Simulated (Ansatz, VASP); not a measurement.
**V: VASP beside Ansatz**

File INCAR:

```
SYSTEM = V
PREC = Accurate
ENCUT = 520
EDIFF = 1E-8
ISMEAR = -1
SIGMA = 0.05
LREAL = .False.
LASPH = .True.
NELM = 150
ALGO = Normal
ISIF = 2
LWAVE = .False.
LCHARG = .False.
ISPIN = 2
MAGMOM = 1.5
LORBIT = 11
LMAXMIX = 4
GGA = PS
LEFG = .True.
NBANDS = 16
```

The input KPOINTS:

```
regular mesh
0
Gamma
  16 16 16
  0 0 0
```

POSCAR

```
V
1.0
   -1.4988666745      1.4988666745      1.4988666745
    1.4988666745     -1.4988666745      1.4988666745
    1.4988666745      1.4988666745     -1.4988666745
V
1
Direct
    0.0000000000      0.0000000000      0.0000000000
```

Input for Ansatz:

```yaml
crystal:
  lattice:
    - [-1.4988666745, 1.4988666745, 1.4988666745]
    - [1.4988666745, -1.4988666745, 1.4988666745]
    - [1.4988666745, 1.4988666745, -1.4988666745]
  atoms:
    - { symbol: V, position: [0.0, 0.0, 0.0], spin: 1.5 }
magnetization:
  spin_polarized: true
kpoints:
  mp_grid: { grid: [16, 16, 16] }
  band_path:
    path:
      - [0.0, 0.0, 0.0]
      - [0.5, -0.5, 0.5]
      - [0.0, 0.0, 0.5]
      - [0.0, 0.0, 0.0]
      - [0.25, 0.25, 0.25]
      - [0.5, -0.5, 0.5]
      - [0.25, 0.25, 0.25]
      - [0.0, 0.0, 0.5]
    npoints: 5
scf:
  occupations: { method: fermi_dirac, width: 0.05 }
hamiltonian:
  xc: pbesol
  pseudopotentials: { kind: paw }
output:
  forces: true
  stress: true
  eigenvalues: true
  efg: { contact_densities: true }
```

Alike in both runs: task electric field gradients; functional PBEsol; k mesh 16 × 16 × 16; occupations fermi-dirac, width 0.05 eV; collinear spin.

|  | VASP | Ansatz |
| --- | --- | --- |
| version | VASP 6.6.1 | Ansatz 0.2.0 |
| potentials or method | VASP PAW PBE potentials, release 64 (V_sv) | PAW with Ansatz's default frozen-core files, scalar-relativistic |
| plane-wave cutoff (eV) | 520 | 420 |
| valence electrons in the cell | 13 | 13 |

```csv
,VASP,Ansatz,Ansatz less VASP
pressure (GPa),-6.8,-7.0,-0.19
net moment per atom (μB),0.00,0.00,0.000
```

VASP's potentials were made for PBE, not for PBEsol. With one functional, cell and mesh, what is left measures potentials, basis and numerics. Ansatz's warnings: seeded moment not kept.
